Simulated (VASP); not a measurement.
# KBr (I4mm) in VASP: further runs

Runs on KBr. Level: PBE. Tasks: single point.

Program: VASP 6.6.1. These are calculated values, not measurements. Logs are shortened: lines on timing, memory, paths and dates and some standing lists are left out, and cuts for length are marked.

**1. The cell of the first run**

It takes space group I4mm (No. 107, tetragonal). The conventional cell has a = 4.656 Å, b = 4.656 Å, c = 6.585 Å, α = 90.00°, β = 90.00°, γ = 90.00°. Within 4.2 Å of K (site symmetry 4mm) lie 6 Br at 3.22 to 3.37 Å. Br (site symmetry 4mm) has 6 K at 3.22 to 3.37 Å within 4.2 Å.

**2. Single point, PBE**

The input, INCAR:

```
  PREC = Accurate
  ENCUT = 520
  EDIFF = 1E-6
  ISMEAR = 0
  SIGMA = 0.05
  LREAL = F
  LASPH = T
  NELM = 80
  ALGO = Normal
  ISIF = 2
  LWAVE = F
  LCHARG = F
  GGA = PE
  NBANDS = 15
```

The input, KPOINTS:

```
regular mesh
0
Gamma
  6 6 6
```

The input, POSCAR:

```
KBr
1.0
    0.0000000000      3.2925000000      3.2925000000
    3.2925000000      0.0000000000      3.2925000000
    3.2925000000      3.2925000000      0.0000000000
K Br
1 1
Direct
   -0.0113895216     -0.0113895216      0.0113895216
    0.5000000000      0.5000000000      0.5000000000
```

Potentials or basis: VASP PAW PBE potentials, release 64 (K_sv, Br).

Run with:

```sh
$ cat potpaw_PBE.64/K_sv/POTCAR potpaw_PBE.64/Br/POTCAR > POTCAR
$ mpirun -np 1 vasp_std > vasp.out
```

OUTCAR:

```text
PREC = Accurate
   ENCUT = 520
   EDIFF = 1E-6
   ISMEAR = 0
   LREAL = F
   LASPH = T
   NELM = 80
   ISIF = 2
   GGA = PE

 ion  position               nearest neighbor table
   1  0.989  0.989  0.011-   2 3.22   2 3.29   2 3.29   2 3.29   2 3.29
   2  0.500  0.500  0.500-   1 3.22   1 3.29   1 3.29   1 3.29   1 3.29

  LATTYP: Found a face centered cubic cell.
 ALAT       =     6.5850000000

  Lattice vectors:

 A1 = (   0.0000000000,   3.2925000000,   3.2925000000)
 A2 = (   3.2925000000,   0.0000000000,   3.2925000000)
 A3 = (   3.2925000000,   3.2925000000,   0.0000000000)

Analysis of symmetry for initial positions (statically):
=====================================================================
 Subroutine PRICEL returns:
 Original cell was already a primitive cell.

 Routine SETGRP: Setting up the symmetry group for a
 face centered cubic supercell.

 Subroutine GETGRP returns: Found  8 space group operations
 (whereof  8 operations were pure point group operations)
 out of a pool of 48 trial point group operations.

The static configuration has the point symmetry C_4v.

Analysis of symmetry for dynamics (positions and initial velocities):
=====================================================================
 Subroutine PRICEL returns:
 Original cell was already a primitive cell.

 Routine SETGRP: Setting up the symmetry group for a
 face centered cubic supercell.

 Subroutine GETGRP returns: Found  8 space group operations
 (whereof  8 operations were pure point group operations)
 out of a pool of 48 trial point group operations.

The dynamic configuration has the point symmetry C_4v.

 Subroutine INISYM returns: Found  8 space group operations
 (whereof  8 operations are pure point group operations),
 and found     1 'primitive' translations

----------------------------------------------------------------------------------------

                                     Primitive cell

  volume of cell :      71.3851

  direct lattice vectors                    reciprocal lattice vectors
     0.000000000  3.292500000  3.292500000    -0.151860289  0.151860289  0.151860289
     3.292500000  0.000000000  3.292500000     0.151860289 -0.151860289  0.151860289
     3.292500000  3.292500000  0.000000000     0.151860289  0.151860289 -0.151860289

  length of vectors
[... 91 lines left out ...]
   TEBEG  =    0.0;   TEEND  =   0.0 temperature during run
   PSTRESS=    0.0 pullay stress
   NELECT =      16.0000    total number of electrons
   NUPDOWN=      -1.0000    fix difference up-down
   EMIN   =  10.00;   EMAX   =-10.00  energy-range for DOS
   EFERMI =   0.00;   METHOD = LEGACY
   ISMEAR =     0;   SIGMA  =   0.05  broadening in eV -4-tet -1-fermi 0-gaus
   EFERMI_NEDOS =   21; number of points for ismear=-14 and -15
   IALGO  =     38    algorithm
   IMIX   =      4    mixing-type and parameters
     AMIX     =   0.40;   BMIX     =  1.00
     AMIX_MAG =   1.60;   BMIX_MAG =  1.00
  volume/ion in A,a.u.               =      35.69       240.87
  Fermi-wavevector in a.u.,A,eV,Ry     =   0.994441  1.879221 13.454978  0.988913
  Thomas-Fermi vector in A             =   2.126392
   LORBIT       =      0    0 simple, 1 ext, 2 COOP (PROOUT), +10 PAW based schemes
   GGA     = PE    functional components
   LHFCALC =     F    Hartree Fock is set to
   AEXX    =    0.0000 exact exchange contribution
   IVDW    =     0    specifies the selected vdW correction
   LEPSILON=     F    determine dielectric tensor
   LRPA    =     F    only Hartree local field effects (RPA)
 non-spin polarized calculation
 Gauss-broadening in eV      SIGMA  =   0.05
  energy-cutoff  :      520.00
  volume of cell :       71.39
 maximum number of plane-waves:      1948
 NGX is ok and might be reduce to    36
   NGX = 17   NGY = 17   NGZ = 17

 number of electron      15.9999998 magnetization

 Free energy of the ion-electron system (eV)
  ---------------------------------------------------
  ext. energy  EPLUGINS =         0.00000000
  ---------------------------------------------------
  free energy    TOTEN  =        -6.20891326 eV

  energy without entropy =       -6.20891326  energy(sigma->0) =       -6.20891326

 E-fermi :  -1.4510     XC(G=0):  -7.3972

 val. band max:       -1.7153379007   @ k =   0.0000   0.0000   0.0000
 cond. band min:       2.7387257803   @ k =   0.0000   0.0000   0.0000
 fundamental gap:      4.4540636809
 Fermi energy:        -1.4510258058

 k-point     1 :       0.0000    0.0000    0.0000
  band No.  band energies     occupation
      1     -29.4785      2.00000
      2     -14.0162      2.00000
      3     -12.9564      2.00000
      4     -12.9564      2.00000
      5     -12.9557      2.00000
      6      -1.7154      2.00000
      7      -1.7153      2.00000
      8      -1.7153      2.00000
      9       2.7387      0.00000
     10       5.8954      0.00000
     11       5.8973      0.00000
     12       5.8973      0.00000
     13       6.7217      0.00000
     14       6.7314      0.00000
[... 401 lines left out ...]
      2     -14.0786      2.00000
      3     -12.9967      2.00000
      4     -12.9791      2.00000
      5     -12.8291      2.00000
      6      -2.5880      2.00000
      7      -2.0937      2.00000
      8      -2.0617      2.00000
      9       5.1332      0.00000
     10       5.3771      0.00000
     11       7.1721      0.00000
     12       8.0146      0.00000
     13       8.0292      0.00000
     14       8.3148      0.00000
     15       9.2974      0.00000

 [... further k-points ...]

------------------------ aborting loop because EDIFF is reached ----------------------------------------

  FORCE on cell =-STRESS in cart. coord.  units (eV):
  Direction    XX          YY          ZZ          XY          YZ          ZX
  --------------------------------------------------------------------------------------
  -------------------------------------------------------------------------------------
  Total        0.3851688      0.3851688      0.4400338      0.0000000     -0.0000000      0.0000000
  in kB        8.6447888      8.6447888      9.8761858      0.0000000     -0.0000000      0.0000000
  external PRESSURE =       9.0552545 kB  Pullay stress =       0.0000000 kB

 VOLUME and BASIS-vectors are now :
 -----------------------------------------------------------------------------
  energy-cutoff  :      520.00
  volume of cell :       71.39
      direct lattice vectors                 reciprocal lattice vectors
     0.000000000  3.292500000  3.292500000    -0.151860289  0.151860289  0.151860289
     3.292500000  0.000000000  3.292500000     0.151860289 -0.151860289  0.151860289
     3.292500000  3.292500000  0.000000000     0.151860289  0.151860289 -0.151860289

 POSITION                                       TOTAL-FORCE (eV/Angst)
 -----------------------------------------------------------------------------------
      3.29250      3.29250      6.51000         0.000000      0.000000      0.097890
      3.29250      3.29250      3.29250         0.000000      0.000000     -0.097890
 -----------------------------------------------------------------------------------
    total drift:                                0.000000      0.000000      0.000079

  FREE ENERGIE OF THE ION-ELECTRON SYSTEM (eV)
  ---------------------------------------------------
  free  energy   TOTEN  =        -6.2089132570 eV

  energy  without entropy=       -6.2089132570  energy(sigma->0) =       -6.20891326
```

OSZICAR:

```text
N       E                     dE             d eps       ncg     rms          rms(c)
DAV:   1     0.972621203553E+02    0.97262E+02   -0.68267E+03   900   0.925E+02
DAV:   2    -0.206704327316E+00   -0.97469E+02   -0.90038E+02  1155   0.227E+02
DAV:   3    -0.611604452336E+01   -0.59093E+01   -0.58773E+01  1250   0.498E+01
DAV:   4    -0.637893563937E+01   -0.26289E+00   -0.26283E+00  1325   0.920E+00
DAV:   5    -0.638061247712E+01   -0.16768E-02   -0.16768E-02  1257   0.927E-01    0.316E+00
DAV:   6    -0.620994973895E+01    0.17066E+00   -0.21685E-01  1124   0.224E+00    0.231E+00
DAV:   7    -0.619894673218E+01    0.11003E-01   -0.10727E-01  1222   0.177E+00    0.104E+00
DAV:   8    -0.620782556716E+01   -0.88788E-02   -0.11885E-02   990   0.795E-01    0.115E-01
DAV:   9    -0.620861515810E+01   -0.78959E-03   -0.80010E-04  1229   0.174E-01    0.772E-02
DAV:  10    -0.620889426300E+01   -0.27910E-03   -0.27756E-04   935   0.960E-02    0.115E-02
DAV:  11    -0.620891149633E+01   -0.17233E-04   -0.26298E-05  1169   0.296E-02    0.600E-03
DAV:  12    -0.620891316625E+01   -0.16699E-05   -0.34331E-06   983   0.123E-02    0.154E-03
DAV:  13    -0.620891325695E+01   -0.90703E-07   -0.17898E-07   996   0.248E-03
   1 F= -.62089133E+01 E0= -.62089133E+01  d E =-.284808E-15
```

stdout:

```text
POSCAR found type information on POSCAR K Br
 POSCAR found :  2 types and       2 ions
 scaLAPACK will be used
 LDA part: xc-table for (Slater+PW92), standard interpolation
 POSCAR, INCAR and KPOINTS ok, starting setup
 FFT: planning ... GRIDC
 FFT: planning ... GRID_SOFT
 FFT: planning ... GRID
 WAVECAR not read
 entering main loop
```

Run time: 14 s. Hardware: 1 thread of Intel Xeon 6975P-C (Granite Rapids), shared host; peak memory 0.21 GiB.

Results:

- Free energy: -6.2089 eV
- Pressure: 0.9 GPa
- Largest force: 0.098 eV/Å
- Band gap on the k mesh: 4.45 eV, direct

Forces on the atoms (eV/Å):
```
K    0.000  0.000  0.098
Br   0.000  0.000 -0.098
```

Caveat: the cell differs from its parent crystal (all K atoms moved +0.075 Å, as atom 1 towards its neighbour atom 2 (Br) at 3.292 Å).

**3. Single point, PBE**

The input, INCAR:

```
PREC = Accurate
ENCUT = 520
EDIFF = 1E-6
ISMEAR = 0
SIGMA = 0.05
LREAL = F
LASPH = T
NELM = 100
ALGO = Normal
ISIF = 2
LWAVE = F
LCHARG = F
GGA = PE
NBANDS = 15
```

The input, KPOINTS:

```
Automatic mesh
0
Gamma
  6 6 6
```

Changes to POSCAR since step 2:

```diff
@@ -8,3 +8,3 @@
 Direct
-   -0.0113895216     -0.0113895216      0.0113895216
+   -0.0170842825     -0.0170842825      0.0170842825
     0.5000000000      0.5000000000      0.5000000000
```

Potentials or basis: VASP PAW PBE potentials, release 64 (K_sv, Br).

Run with:

```sh
$ cat potpaw_PBE.64/K_sv/POTCAR potpaw_PBE.64/Br/POTCAR > POTCAR
$ mpirun -np 1 vasp_std > vasp.out
```

Wall time 12 s (1 thread of Intel Xeon 6975P-C (Granite Rapids), shared host); peak memory 0.21 GiB.

Results (log left out):

```
Free energy            : -6.2043 eV
Pressure               : 0.9 GPa
Largest force          : 0.150 eV/Å
Band gap on the k mesh : 4.46 eV, direct
```

Forces in eV/Å, atoms in the order of the input:
```
K    0.000  0.000  0.150
Br   0.000  0.000 -0.150
```

Stress tensor (GPa, compression positive):
```
0.85 0.00 0.00
0.00 0.85 0.00
0.00 0.00 1.13
```

Levels at points of the mesh, in eV from the valence-band top:
```csv
k point,band 4,band 5,band 6,band 7,band 8,band 9,band 10,band 11,band 12,band 13
"(0.00, 0.00, 0.00)",-11.24,-11.24,0.00,0.00,0.00,4.46,7.62,7.62,7.62,8.44
"(0.50, 0.00, 0.00)",-11.24,-10.98,-1.19,-0.33,-0.33,6.60,8.26,9.71,9.76,10.10
"(0.50, 0.50, 0.00)",-11.27,-11.27,-0.81,-0.28,-0.28,5.86,7.23,9.24,9.39,10.04
"(0.00, 0.50, 0.50)",-11.27,-11.27,-0.82,-0.29,-0.28,5.88,7.22,9.39,9.55,9.71
```

Caveat: the cell differs from its parent crystal (all K atoms moved +0.113 Å, as atom 1 towards its neighbour atom 2 (Br) at 3.292 Å).

**4. Single point, PBE**

The input, INCAR:

```
PREC = Accurate
ENCUT = 520
EDIFF = 1E-6
ISMEAR = 0
SIGMA = 0.05
LREAL = False
LASPH = True
NELM = 60
ALGO = Normal
ISIF = 2
LWAVE = False
LCHARG = False
GGA = PE
NBANDS = 15
```

KPOINTS is that of step 3.

Changes to POSCAR since step 3:

```diff
@@ -8,3 +8,3 @@
 Direct
-   -0.0170842825     -0.0170842825      0.0170842825
+   -0.0056947608     -0.0056947608      0.0056947608
     0.5000000000      0.5000000000      0.5000000000
```

Potentials or basis: VASP PAW PBE potentials, release 64 (K_sv, Br).

Run with:

```sh
$ cat potpaw_PBE.64/K_sv/POTCAR potpaw_PBE.64/Br/POTCAR > POTCAR
$ mpirun -np 1 vasp_std > vasp.out
```

OUTCAR:

```text
PREC = Accurate
   ENCUT = 520
   EDIFF = 1E-6
   ISMEAR = 0
   LREAL = False
   LASPH = True
   NELM = 60
   ISIF = 2
   GGA = PE

 ion  position               nearest neighbor table
   1  0.994  0.994  0.006-   2 3.26   2 3.29   2 3.29   2 3.29   2 3.29
   2  0.500  0.500  0.500-   1 3.26   1 3.29   1 3.29   1 3.29   1 3.29

  LATTYP: Found a face centered cubic cell.
 ALAT       =     6.5850000000

  Lattice vectors:

 A1 = (   0.0000000000,   3.2925000000,   3.2925000000)
 A2 = (   3.2925000000,   0.0000000000,   3.2925000000)
 A3 = (   3.2925000000,   3.2925000000,   0.0000000000)

Analysis of symmetry for initial positions (statically):
=====================================================================
 Subroutine PRICEL returns:
 Original cell was already a primitive cell.

 Routine SETGRP: Setting up the symmetry group for a
 face centered cubic supercell.

 Subroutine GETGRP returns: Found  8 space group operations
 (whereof  8 operations were pure point group operations)
 out of a pool of 48 trial point group operations.

[... 175 lines left out ...]
      4     -12.9575      2.00000
      5     -12.9573      2.00000
      6      -1.7139      2.00000
      7      -1.7139      2.00000
      8      -1.7139      2.00000
      9       2.7389      0.00000
     10       5.8929      0.00000
     11       5.8934      0.00000
     12       5.8934      0.00000
     13       6.7201      0.00000
     14       6.7226      0.00000
[... 401 lines left out ...]
      2     -14.0767      2.00000
      3     -12.9978      2.00000
      4     -12.9795      2.00000
      5     -12.8316      2.00000
      6      -2.5879      2.00000
      7      -2.0923      2.00000
      8      -2.0617      2.00000
      9       5.1292      0.00000
     10       5.3777      0.00000
     11       7.1730      0.00000
     12       8.0143      0.00000
     13       8.0723      0.00000
     14       8.2669      0.00000
     15       9.3074      0.00000

 [... further k-points ...]

------------------------ aborting loop because EDIFF is reached ----------------------------------------

  FORCE on cell =-STRESS in cart. coord.  units (eV):
  Direction    XX          YY          ZZ          XY          YZ          ZX
  --------------------------------------------------------------------------------------
  -------------------------------------------------------------------------------------
  Total        0.3883765      0.3883765      0.4020682      0.0000000     -0.0000000      0.0000000
  in kB        8.7167818      8.7167818      9.0240799      0.0000000     -0.0000000      0.0000000
  external PRESSURE =       8.8192145 kB  Pullay stress =       0.0000000 kB

 VOLUME and BASIS-vectors are now :
 -----------------------------------------------------------------------------
  energy-cutoff  :      520.00
  volume of cell :       71.39
      direct lattice vectors                 reciprocal lattice vectors
     0.000000000  3.292500000  3.292500000    -0.151860289  0.151860289  0.151860289
     3.292500000  0.000000000  3.292500000     0.151860289 -0.151860289  0.151860289
     3.292500000  3.292500000  0.000000000     0.151860289  0.151860289 -0.151860289

 POSITION                                       TOTAL-FORCE (eV/Angst)
 -----------------------------------------------------------------------------------
      3.29250      3.29250      6.54750         0.000000      0.000000      0.048281
      3.29250      3.29250      3.29250         0.000000      0.000000     -0.048281
 -----------------------------------------------------------------------------------
    total drift:                                0.000000      0.000000     -0.000039

  FREE ENERGIE OF THE ION-ELECTRON SYSTEM (eV)
  ---------------------------------------------------
  free  energy   TOTEN  =        -6.2116494039 eV

  energy  without entropy=       -6.2116494039  energy(sigma->0) =       -6.21164940
```

OSZICAR:

```text
N       E                     dE             d eps       ncg     rms          rms(c)
DAV:   1     0.992741204209E+02    0.99274E+02   -0.68427E+03   900   0.929E+02
DAV:   2    -0.340542397122E+00   -0.99615E+02   -0.91808E+02  1147   0.228E+02
DAV:   3    -0.616341007039E+01   -0.58229E+01   -0.57915E+01  1257   0.496E+01
DAV:   4    -0.638165409178E+01   -0.21824E+00   -0.21817E+00  1305   0.853E+00
DAV:   5    -0.638298753184E+01   -0.13334E-02   -0.13334E-02  1271   0.831E-01    0.315E+00
DAV:   6    -0.621267686499E+01    0.17031E+00   -0.21644E-01  1103   0.223E+00    0.230E+00
DAV:   7    -0.620165356149E+01    0.11023E-01   -0.10706E-01  1229   0.176E+00    0.103E+00
DAV:   8    -0.621053540832E+01   -0.88818E-02   -0.12074E-02   990   0.792E-01    0.110E-01
DAV:   9    -0.621137128548E+01   -0.83588E-03   -0.84121E-04  1194   0.178E-01    0.787E-02
DAV:  10    -0.621163065146E+01   -0.25937E-03   -0.25588E-04   935   0.921E-02    0.112E-02
DAV:  11    -0.621164768652E+01   -0.17035E-04   -0.25261E-05  1176   0.288E-02    0.594E-03
DAV:  12    -0.621164929498E+01   -0.16085E-05   -0.39520E-06   990   0.132E-02    0.149E-03
DAV:  13    -0.621164940394E+01   -0.10895E-06   -0.10777E-07   975   0.184E-03
   1 F= -.62116494E+01 E0= -.62116494E+01  d E =-.120528E-15
```

It took 13 s on 1 thread of Intel Xeon 6975P-C (Granite Rapids), shared host; peak memory 0.21 GiB.

What came out:

- Free energy: -6.2116 eV
- Pressure: 0.9 GPa
- Largest force: 0.048 eV/Å
- Band gap on the k mesh: 4.45 eV, direct

Forces on the atoms (eV/Å):
```
K    0.000  0.000  0.048
Br   0.000  0.000 -0.048
```

Caveat: the cell differs from its parent crystal (all K atoms moved +0.037 Å, as atom 1 towards its neighbour atom 2 (Br) at 3.292 Å).
